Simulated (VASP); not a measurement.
Wanted: the native input for a VASP 6.6.1 run.

| Item | Value |
| --- | --- |
| Task | relaxation of cell and atoms |
| Functional | PBE |
| Potentials or basis | VASP PAW PBE potentials, release 64 (Pd, Pt, S) |
| Cutoff | 600 eV |
| k mesh | 8 × 8 × 8 |
| Occupations | gaussian, width 0.1 eV |
| Spin | no spin polarisation |
| Dipole correction | no |
| Further INCAR settings | ALGO = Normal; EDIFF = 1e-07; IBRION = 2; EDIFFG = -0.01; NSW = 100; ISIF = 3 |

The structure of PdPtS3 lies in POSCAR:

```
PdPtS3
1.0
    4.6253139900      0.0000000000      0.0000000000
    0.0000000000      4.6253139900      0.0000000000
    0.0000000000      0.0000000000      4.6253139900
Pd Pt S
1 1 3
Direct
    0.5000000000      0.5000000000      0.5000000000
    0.0000000000      0.0000000000      0.0000000000
    0.5000000000      0.5000000000      0.0000000000
    0.0000000000      0.5000000000      0.5000000000
    0.5000000000      0.0000000000      0.5000000000
```

The cell was generated, and may not be a known phase.

The input as run:

INCAR

```
ALGO = Normal
EDIFF = 1E-7
EDIFFG = -0.01
ENCUT = 600
GGA = PE
IBRION = 2
ISIF = 3
ISMEAR = 0
LASPH = True
LCHARG = False
LREAL = False
LWAVE = False
NELM = 100
NSW = 100
PREC = Accurate
SIGMA = 0.1
```

KPOINTS

```
k-points
0
Gamma
  8 8 8
```

Potentials or basis: VASP PAW PBE potentials, release 64 (Pd, Pt, S).

Command:

```bash
$ cat potpaw_PBE.64/Pd/POTCAR potpaw_PBE.64/Pt/POTCAR potpaw_PBE.64/S/POTCAR > POTCAR
$ mpirun -np 1 vasp_std > vasp.out
```

Results of the run:

| Quantity | Value |
| --- | --- |
| Relaxed volume | 19.84 Å³/atom |
| Relaxed cell | a = 4.629 Å, b = 4.629 Å, c = 4.629 Å, α = 90.00°, β = 90.00°, γ = 90.00° |
| Space group after relaxing (to 0.1 Å) | Pm-3m (No. 221) |
| Energy gained by relaxing | 0.0 meV/atom |
| Ionic steps | 2 |
| Pressure after relaxing | -0.1 GPa |

Caveat: the highest band is partly filled, so the run has too few bands.

It took 4.8 min on 1 thread of Intel(R) Xeon(R) Platinum 8259CL CPU @ 2.50GHz (Skylake/Cascade Lake) (shared host), peak memory 0.32 GiB.
